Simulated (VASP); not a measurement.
Input of a VASP 6.6.1 run:

Contents of POSCAR:

```
ReS
1.0
    0.0000000000      2.4331075965      2.4331075965
    2.4331075965      0.0000000000      2.4331075965
    2.4331075965      2.4331075965      0.0000000000
Re S
1 1
Direct
    0.0000000000      0.0000000000      0.0000000000
    0.5000000000      0.5000000000      0.5000000000
```

INCAR.step1

```
  PREC = Accurate
  ENCUT = 520
  ISMEAR = 0
  SIGMA = 0.1
  LREAL = F
  LASPH = T
  NELM = 60
  NBANDS = 14
  GGA = PE
  ALGO = Normal
  EDIFF = 1E-4
  LWAVE = T
  LCHARG = F
```

Contents of INCAR.step2:

```
  PREC = Accurate
  ENCUT = 520
  EDIFF = 1E-6
  ISMEAR = 0
  SIGMA = 0.1
  LREAL = F
  LASPH = T
  NELM = 60
  ALGO = Normal
  ISIF = 2
  LWAVE = F
  LCHARG = F
  METAGGA = R2SCAN
  LMIXTAU = T
  NBANDS = 14
  ISTART = 1
```

The input KPOINTS:

```
Automatic mesh
0
Gamma
  14 14 14
```

Potentials or basis: VASP PAW PBE potentials, release 64 (Re, S).

Launch:

```sh
$ cat potpaw_PBE.64/Re/POTCAR potpaw_PBE.64/S/POTCAR > POTCAR
$ cp INCAR.step1 INCAR
$ mpirun -np 1 vasp_std > vasp.out
$ cp INCAR.step2 INCAR
$ mpirun -np 1 vasp_std > vasp.out
```

**Question.** Predict the pressure.

**Answer.** 6.9 GPa.

Caveat: the PAW data sets were made with another functional, which shifts forces and pressure a little.
